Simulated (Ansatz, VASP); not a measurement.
## BaS in VASP and in Ansatz

```xyz
2
Lattice="0.0000 3.1938 3.1299 3.1938 0.0000 3.1299 3.1938 3.1938 0.0000" Properties=species:S:1:pos:R:3 pbc="T T T"
Ba    0.0000    0.0000    0.0000
S     3.1938    3.1938    3.1299
```

Change from the starting cell: strain -0.0200 x Voigt [0, 0, 1, 0, 0, 0], atoms carried along.

Alike in both runs: task single point; functional LDA; k mesh 8 × 8 × 8; occupations gaussian, width 0.05 eV; no spin polarisation.

```csv
,VASP,Ansatz
version,VASP 6.6.1,Ansatz 0.2.0
potentials or method,"VASP PAW LDA potentials, release 64 (Ba_sv, S), cutoff 520 eV","scalar-relativistic, plane waves, PAW"
valence electrons in the cell,16,16
```

```csv
,VASP,Ansatz,Ansatz less VASP
gap on the k mesh at the Fermi level (eV),1.80,1.92,+0.113
least direct gap on the mesh (eV),1.94,2.02,+0.079
pressure (GPa),-0.9,-1.6,-0.68
"traceless stress, the component that is largest in VASP (GPa)",1.26,1.14,-0.119
```

LDA's correlation is that of Perdew and Zunger in VASP and of Perdew and Wang (1992) in Ansatz.

Spin-orbit coupling is off throughout.
